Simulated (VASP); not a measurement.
Set up this calculation in VASP 6.6.1, as the native input.

* Task: relaxation of cell and atoms
* Functional: PBE
* Potentials or basis: VASP PAW PBE potentials, release 64 (Ti_sv, B)
* Cutoff: 600 eV
* k mesh: 4 × 4 × 6
* Occupations: gaussian, width 0.1 eV
* Spin: no spin polarisation
* Dipole correction: no
* Further INCAR settings: ALGO = Normal; EDIFF = 1e-06; IBRION = 2; EDIFFG = -0.04; NSW = 90; ISIF = 3

The structure of Ti2B3 lies in POSCAR:

```
Ti2B3
1.0
    4.5055794178      0.0000000000      0.0000000000
    0.0000000000      4.5055794178      0.0000000000
    0.0000000000      0.0000000000      3.0711027949
Ti B
2 3
Direct
    0.0000000000      0.5000000000      0.0000000000
    0.5000000000      0.0000000000      0.0000000000
    0.5000000000      0.5000000000      0.7522119548
    0.5000000000      0.5000000000      0.2477880452
    0.0000000000      0.0000000000      0.0000000000
```

These files were run (other wordings do the same):

INCAR

```
SYSTEM = Ti2B3
ALGO     = Normal         ! electronic algorithm
EDIFF    = 1E-6           ! SCF threshold, eV
EDIFFG   = -0.04          ! ionic threshold
ENCUT    = 600            ! plane-wave cutoff, eV
GGA      = PE             ! functional
IBRION   = 2              ! ionic algorithm
ISIF     = 3              ! what is computed and relaxed
ISMEAR   = 0              ! smearing method
LASPH    = .TRUE.         ! aspherical terms in the spheres
LCHARG   = .FALSE.        ! write CHGCAR
LREAL    = .FALSE.        ! projectors in reciprocal space
LWAVE    = .FALSE.        ! write WAVECAR
NELM     = 100            ! most SCF steps
NSW      = 90             ! ionic steps
PREC     = Accurate       ! precision mode
SIGMA    = 0.1            ! smearing width, eV
```

KPOINTS

```
k-points
0
G
  4 4 6
  0 0 0
```

Potentials or basis: VASP PAW PBE potentials, release 64 (Ti_sv, B).

Run with:

```console
$ cat potpaw_PBE.64/Ti_sv/POTCAR potpaw_PBE.64/B/POTCAR > POTCAR
$ mpirun -np 1 vasp_std > vasp.out
```

Results of the run:

```json
{
  "Pressure after relaxing": "0.1 GPa"
}
```

Caveat: the relaxation stopped at its first step, so nothing moved.

Wall time 18 s on 1 thread of Intel(R) Xeon(R) 6975P-C (Granite Rapids), on a shared host, peak memory 0.19 GiB.
